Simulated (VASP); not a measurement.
Wanted: the native input for a VASP 6.6.1 run.

```
Task                   : single point
Functional             : PBE
Potentials or basis    : VASP PAW PBE potentials, release 64 (Si, Ni)
Cutoff                 : 600 eV
k mesh                 : 4 × 4 × 4
Occupations            : fermi-dirac, width 0.5 eV
Spin                   : no spin polarisation
Dipole correction      : no
Further INCAR settings : ALGO = Normal; EDIFF = 1e-06; NBANDS = 70
```

The structure of SiNi lies in POSCAR:

```
SiNi
1.0
    0.0000000000      3.3651340328      5.7333420743
    5.1836640979      0.0000000000      5.7333420743
    5.1836640979      3.3651340328      0.0000000000
Si Ni
8 8
Direct
    0.2539320235      0.3257630366      0.4960679765
    0.7539320235      0.8257630366      0.9960679765
    0.2460679765      0.1742369634      0.0039320235
    0.7460679765      0.6742369634      0.5039320235
    0.1742369634      0.7460679765      0.5757630366
    0.6742369634      0.2460679765      0.0757630366
    0.3257630366      0.7539320235      0.9242369634
    0.8257630366      0.2539320235      0.4242369634
    0.2157668210      0.4746158500      0.0342331790
    0.7157668210      0.9746158500      0.5342331790
    0.2842331790      0.0253841500      0.4657668210
    0.7842331790      0.5253841500      0.9657668210
    0.0253841500      0.7842331790      0.2246158500
    0.5253841500      0.2842331790      0.7246158500
    0.4746158500      0.7157668210      0.2753841500
    0.9746158500      0.2157668210      0.7753841500
```

These files were run (other wordings do the same):

INCAR

```
SYSTEM = SiNi
  PREC = Accurate
  ENCUT = 600
  EDIFF = 1E-6
  ISMEAR = -1
  SIGMA = 0.5
  LREAL = .False.
  LASPH = .True.
  NELM = 120
  ALGO = Normal
  ISIF = 2
  LWAVE = .False.
  LCHARG = .False.
  GGA = PE
  NBANDS = 70
  GGA_COMPAT = .False.
```

KPOINTS

```
Automatic mesh
0
Gamma
  4 4 4
  0 0 0
```

Potentials or basis: VASP PAW PBE potentials, release 64 (Si, Ni).

Command:

```console
$ cat potpaw_PBE.64/Si/POTCAR potpaw_PBE.64/Ni/POTCAR > POTCAR
$ mpirun -np 1 vasp_std > vasp.out
```

It gave:

```yaml
Pressure: 0.0 GPa
Largest_force: 0.010 eV/Å
Band_gap_on_the_k_mesh: zero (bands 56 and 57 overlap by 0.49 eV)
```

Caveat: so wide a smearing shifts energies and pressures.

Run time: 15 min on 1 thread of Oxide Virtual Turin-like Processor (shared host), peak memory 0.52 GiB.
